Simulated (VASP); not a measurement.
Here is a VASP 6.6.1 calculation.

INCAR

```
SYSTEM = TaAs
ALGO = Normal ; EDIFF = 1E-6
ENCUT = 520 ; GGA = PS
ISIF = 2 ; ISMEAR = 0
LASPH = .True. ; LCHARG = .False.
LREAL = .False. ; LWAVE = .False.
NBANDS = 15 ; NELM = 60
PREC = Accurate ; SIGMA = 0.05
```

KPOINTS

```
k-points
0
Gamma
  10 10 10
  0 0 0
```

File POSCAR:

```
TaAs
1.0
    0.0000000000      2.5841757320      2.5841757320
    2.5841757320      0.0000000000      2.5841757320
    2.5841757320      2.5841757320      0.0000000000
Ta As
1 1
Direct
    0.5000000000      0.5000000000      0.5000000000
    0.0000000000      0.0000000000      0.0000000000
```

Potentials or basis: VASP PAW PBE potentials, release 64 (Ta_pv, As).

Run with:

```console
$ cat potpaw_PBE.64/Ta_pv/POTCAR potpaw_PBE.64/As/POTCAR > POTCAR
$ mpirun -np 1 vasp_std > vasp.out
```

Q: Estimate the band gap on the k mesh.

A: Zero (band 8 reaches 8.54 eV, above the bottom of band 9 at 6.21 eV).

Q: What does it give for the pressure?

A: 4.3 GPa.

Caveat: the PAW data sets were made with another functional, which shifts forces and pressure a little; spin-orbit coupling is left out, which moves the levels of the heavy elements.
